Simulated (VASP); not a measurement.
# Ti2W (P4/nmm) in VASP: a series of runs, part 2 of 2

VASP 6.6.1. The steps go on from the part before.

### 4 Relaxation of cell and atoms, PBE

This run uses another cell than the first one, of 13.90 Å³/atom.

The input, INCAR:

```
  ALGO = Normal
  EDIFF = 1E-6
  EDIFFG = -0.04
  ENCUT = 600
  GGA = PE
  IBRION = 2
  ISIF = 3
  ISMEAR = 0
  LASPH = True
  LCHARG = False
  LREAL = False
  LWAVE = False
  NELM = 60
  NSW = 90
  PREC = Accurate
  SIGMA = 0.1
```

The input, KPOINTS:

```
k-points
0
Gamma
  4 4 4
```

The input, POSCAR:

```
Ti2W
1.0
    3.7950092539      0.0000000000      0.0000000000
    0.0000000000      3.7950092539      0.0000000000
    0.0000000000      0.0000000000      5.7904312038
Ti W
4 2
Direct
    0.0000000000      0.0000000000      0.0000000000
    0.5000000000      0.5000000000      0.0000000000
    0.0000000000      0.5000000000      0.2700000000
    0.5000000000      0.0000000000      0.7300000000
    0.0000000000      0.5000000000      0.7000000000
    0.5000000000      0.0000000000      0.3000000000
```

Launch:

```console
$ cat potpaw_PBE.64/Ti_sv/POTCAR potpaw_PBE.64/W_sv/POTCAR > POTCAR
$ mpirun -np 1 vasp_std > vasp.out
```

It took 9.1 min on 1 thread of Intel Xeon 6975P-C (Granite Rapids), shared host; peak memory 0.26 GiB.

Results (log left out):

| Item | Value |
| --- | --- |
| Free energy | -54.8451 eV |
| Relaxed volume | 17.22 Å³/atom |
| Relaxed cell | a = 3.817 Å, b = 3.817 Å, c = 7.091 Å, α = 90.00°, β = 90.00°, γ = 90.00° |
| Space group after relaxing (to 0.1 Å) | P4/nmm (No. 129) |
| Energy gained by relaxing | 765.7 meV/atom |
| Ionic steps | 17 |
| Pressure after relaxing | -0.2 GPa |
| Largest force after relaxing | 0.026 eV/Å |
| Band gap on the k mesh | zero (bands 38 and 39 overlap by 0.07 eV) |

Forces in eV/Å, atoms in the order of the input:
```
Ti   0.000  0.000  0.000
Ti   0.000  0.000  0.000
Ti   0.000  0.000  0.026
Ti   0.000  0.000 -0.026
W    0.000  0.000  0.014
W    0.000  0.000 -0.014
```

Stress tensor (GPa, compression positive):
```
-0.26  0.00  0.00
 0.00 -0.26  0.00
 0.00  0.00 -0.04
```

Step by step:
| step | energy change (eV) | largest force (eV/Å) | pressure (GPa) | volume (Å³) |
| --- | --- | --- | --- | --- |
| 1 | 0.0000 | 2.5998 | 52.99 | 83.39 |
| 2 | 1.4218 | 1.5478 | -24.95 | 152.07 |
| 3 | -3.3879 | 1.2665 | -3.64 | 108.80 |
| 4 | -3.4081 | 1.3258 | -1.47 | 107.02 |
| 5 | -3.4091 | 1.3437 | -0.79 | 106.49 |
| 6 | -3.8563 | 1.3146 | -1.85 | 106.98 |
| 7 | -4.3855 | 0.8266 | -3.87 | 107.37 |
| 8 | -4.2278 | 0.8175 | -2.25 | 106.35 |
| 9 | -4.4462 | 0.2757 | -3.90 | 107.13 |
| 10 | -4.5021 | 0.3452 | -4.19 | 107.33 |
| 11 | -4.4044 | 0.6620 | 9.06 | 98.00 |
| 12 | -4.5560 | 0.3896 | 0.22 | 103.76 |
| 13 | -4.5861 | 0.1946 | 0.13 | 103.40 |
| 14 | -4.5938 | 0.0367 | 0.18 | 103.09 |
| 15 | -4.5939 | 0.0459 | 0.20 | 103.11 |
| 16 | -4.5940 | 0.0336 | -0.48 | 103.54 |
| 17 | -4.5943 | 0.0262 | -0.19 | 103.34 |

Final structure:
```
Ti W
1.0
     3.81747    0.00000    0.00000
     0.00000    3.81747    0.00000
     0.00000    0.00000    7.09109
Ti W
4 2
Direct
  0.00000 0.00000 0.00000
  0.50000 0.50000 0.00000
  0.00000 0.50000 0.32603
  0.50000 0.00000 0.67397
  0.00000 0.50000 0.70801
  0.50000 0.00000 0.29199
```

Levels at points of the mesh, in eV from the Fermi level:
```
           k point  band 34  band 35  band 36  band 37  band 38  band 39  band 40  band 41  band 42  band 43
(0.00, 0.00, 0.00)    -1.68    -1.63    -1.55    -1.55    -0.59     0.90     0.97     1.26     1.70     1.70
(0.50, 0.00, 0.00)    -1.09    -0.84    -0.84    -0.02    -0.02     0.20     0.20     0.89     0.89     1.35
(0.50, 0.50, 0.00)    -1.12    -0.77    -0.77    -0.16    -0.16    -0.06    -0.06     1.21     1.21     1.21
(0.00, 0.00, 0.50)    -2.05    -1.36    -0.44    -0.08    -0.08     0.02     0.93     1.15     1.15     1.36
(0.50, 0.00, 0.50)    -1.16    -0.84    -0.84    -0.40    -0.40     0.25     0.25     0.52     0.52     1.43
(0.50, 0.50, 0.50)    -0.98    -0.06    -0.06     0.00     0.00     0.52     0.52     0.78     0.78     1.13
```

Caveat: the k points lie up to 0.41 Å⁻¹ apart in the final cell; the volume moved by over 15 % at a fixed basis, so the end points are rough; spin-orbit coupling is left out, which moves the levels of the heavy elements.

### 5 Relaxation of cell and atoms, PBE

The input, INCAR:

```
SYSTEM = Ti2W
PREC = Accurate
ENCUT = 600
EDIFF = 1E-7
ISMEAR = 0
SIGMA = 0.1
LREAL = .FALSE.
LASPH = .TRUE.
NELM = 80
ALGO = Fast
ISIF = 3
LWAVE = .FALSE.
LCHARG = .FALSE.
GGA = PE
IBRION = 2
NSW = 90
EDIFFG = -0.04
```

The input, KPOINTS:

```
regular mesh
0
G
  6 6 4
  0 0 0
```

The input, POSCAR:

```
Ti2W
1.0
    3.7367460848      0.0000000000      0.0000000000
    0.0000000000      3.7367460848      0.0000000000
    0.0000000000      0.0000000000      7.4743993595
Ti W
4 2
Direct
    0.0000000000      0.0000000000      0.0000000000
    0.5000000000      0.5000000000      0.0000000000
    0.0000000000      0.5000000000      0.3654180730
    0.5000000000      0.0000000000      0.6345819270
    0.0000000000      0.5000000000      0.7344201419
    0.5000000000      0.0000000000      0.2655798581
```

Launch:

```console
$ cat potpaw_PBE.64/Ti_sv/POTCAR potpaw_PBE.64/W_sv/POTCAR > POTCAR
$ mpirun -np 1 vasp_std > vasp.out
```

Run time: 21 min. Hardware: 1 thread of Intel Xeon 6975P-C (Granite Rapids), shared host; peak memory 0.33 GiB.

Results (log left out):

| Property | Result |
| --- | --- |
| Free energy | -55.0775 eV |
| Relaxed volume | 17.45 Å³/atom |
| Relaxed cell | a = 3.739 Å, b = 3.739 Å, c = 7.493 Å, α = 90.00°, β = 90.00°, γ = 90.00° |
| Space group after relaxing (to 0.1 Å) | P4/nmm (No. 129) |
| Energy gained by relaxing | 1.0 meV/atom |
| Ionic steps | 5 |
| Pressure after relaxing | -0.2 GPa |
| Largest force after relaxing | 0.010 eV/Å |
| Band gap on the k mesh | zero (bands 38 and 39 overlap by 0.83 eV) |

Forces on the atoms (eV/Å):
```
Ti   0.000  0.000  0.000
Ti   0.000  0.000  0.000
Ti   0.000  0.000  0.010
Ti   0.000  0.000 -0.010
W    0.000  0.000 -0.007
W    0.000  0.000  0.007
```

Stress tensor (GPa, compression positive):
```
-0.34  0.00  0.00
 0.00 -0.34  0.00
 0.00  0.00  0.22
```

Step by step:
| step | energy change (eV) | largest force (eV/Å) | pressure (GPa) | volume (Å³) |
| --- | --- | --- | --- | --- |
| 1 | 0.0000 | 0.2461 | -0.07 | 104.37 |
| 2 | -0.0040 | 0.0964 | 0.29 | 104.26 |
| 3 | -0.0045 | 0.0151 | 0.49 | 104.20 |
| 4 | -0.0054 | 0.0159 | -0.48 | 105.01 |
| 5 | -0.0057 | 0.0096 | -0.15 | 104.73 |

Final structure:
```
Ti W
1.0
     3.73858    0.00000    0.00000
     0.00000    3.73858    0.00000
     0.00000    0.00000    7.49275
Ti W
4 2
Cartesian
  0.0000 0.0000 0.0000
  1.8693 1.8693 0.0000
  0.0000 1.8693 2.7361
  1.8693 0.0000 4.7567
  0.0000 1.8693 5.5267
  1.8693 0.0000 1.9661
```

Levels at points of the mesh, in eV from the Fermi level:
| k point | band 34 | band 35 | band 36 | band 37 | band 38 | band 39 | band 40 | band 41 | band 42 | band 43 |
| --- | --- | --- | --- | --- | --- | --- | --- | --- | --- | --- |
| (0.00, 0.00, 0.00) | -1.81 | -1.07 | -0.98 | -0.98 | -0.63 | -0.17 | 0.76 | 1.23 | 1.24 | 1.26 |
| (0.50, 0.00, 0.00) | -1.45 | -1.42 | -1.42 | 0.02 | 0.02 | 0.34 | 0.34 | 0.59 | 0.59 | 1.58 |
| (0.50, 0.50, 0.00) | -0.49 | -0.45 | -0.45 | -0.32 | -0.32 | 0.12 | 0.12 | 0.13 | 0.13 | 1.16 |
| (0.00, 0.00, 0.50) | -1.47 | -1.05 | -0.84 | -0.33 | -0.12 | -0.12 | 0.24 | 1.05 | 1.05 | 1.31 |
| (0.50, 0.00, 0.50) | -1.69 | -1.15 | -1.15 | -0.02 | -0.02 | 0.40 | 0.40 | 0.48 | 0.48 | 1.57 |
| (0.50, 0.50, 0.50) | -0.52 | -0.41 | -0.41 | 0.44 | 0.44 | 0.54 | 0.54 | 0.60 | 0.60 | 0.62 |

Caveat: spin-orbit coupling is left out, which moves the levels of the heavy elements.

### 6 Overview

| task | cell | k mesh | cutoff (eV) | gap on the mesh (eV) | pressure (GPa) | relaxed volume (Å³/atom) | largest force (eV/Å) |
| --- | --- | --- | --- | --- | --- | --- | --- |
| single point | a = 3.737, b = 3.737, c = 7.474 Å, 6 atoms, atomic positions A | 4 × 4 × 4 | 520 | none | 0.0 | - | 0.04 |
| single point | a = 3.733, b = 3.733, c = 7.515 Å, 6 atoms, atomic positions B | 6 × 6 × 4 | 520 | none | -0.2 | - | 0.03 |
| relaxation of cell and atoms | relaxed from a = 3.795, b = 3.795, c = 5.790 Å, 6 atoms, atomic positions C | 4 × 4 × 4 | 600 | none | -0.2 | 17.22 | 0.03 |
| relaxation of cell and atoms | relaxed from a = 3.737, b = 3.737, c = 7.474 Å, 6 atoms, atomic positions A | 6 × 6 × 4 | 600 | none | -0.2 | 17.45 | 0.01 |

Alike in all rows: level PBE; potentials or basis VASP PAW PBE potentials, release 64 (Ti_sv, W_sv); no spin polarisation; smearing gaussian 0.1 eV.

Caveats: some runs use coarse meshes; spin-orbit coupling is left out, which moves the levels of the heavy elements; the volume moved by over 15 % at a fixed basis, so the end points are rough (at least some runs).

Total energies depend on the potentials used, so only differences within one code and one set of settings carry meaning.
